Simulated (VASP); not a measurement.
## AlN: single point with PBEsol

AlN:

```xyz
2
Lattice="2.1777 2.1777 0.0000 -2.1777 2.1777 0.0000 0.0000 2.1777 2.1952" Properties=species:S:1:pos:R:3 pbc="T T T"
Al    0.0000    0.0000    0.0000
N    -1.0889    3.2666    1.0976
```

This cell differs from its parent crystal: in-plane strain -0.005.

| Property | Result |
| --- | --- |
| Program | VASP 6.6.1 |
| Task | single point |
| Functional | PBEsol |
| Potentials or basis | VASP PAW PBE potentials, release 64 (Al, N) |
| Cutoff | 520 eV |
| k mesh | 10 × 10 × 10 |
| Occupations | gaussian, width 0.01 eV |
| Spin | no spin polarisation |

```json
{
  "Pressure": "1.4 GPa",
  "Band gap on the k mesh": "3.16 eV, indirect (least direct gap 4.13 eV)"
}
```

Stress tensor (GPa, compression positive):
```
1.80 0.00 0.00
0.00 1.80 0.00
0.00 0.00 0.74
```

Levels at points of the mesh, in eV from the valence-band top:
| k point | band 1 | band 2 | band 3 | band 4 | band 5 | band 6 | band 7 | band 8 | band 9 |
| --- | --- | --- | --- | --- | --- | --- | --- | --- | --- |
| (0.00, 0.00, 0.00) | -14.97 | -0.03 | 0.00 | 0.00 | 4.13 | 12.46 | 12.46 | 12.47 | 17.45 |
| (0.50, 0.00, 0.00) | -12.89 | -5.93 | -0.53 | -0.46 | 7.28 | 9.76 | 10.96 | 11.10 | 17.82 |
| (0.50, 0.50, 0.00) | -12.23 | -4.93 | -1.82 | -1.82 | 3.16 | 8.43 | 13.92 | 15.48 | 15.72 |
| (0.00, 0.00, 0.50) | -12.26 | -5.01 | -1.76 | -1.76 | 3.20 | 8.56 | 13.78 | 15.67 | 15.67 |

It took 8.1 s on 1 thread of Intel(R) Xeon(R) Platinum 8559C (Emerald Rapids), with other jobs on the host, peak memory 0.14 GiB.

Caveat: the cell differs from its parent crystal (in-plane strain -0.005); the PAW data sets were made with another functional, which shifts forces and pressure a little. A k mesh can miss the band edges.
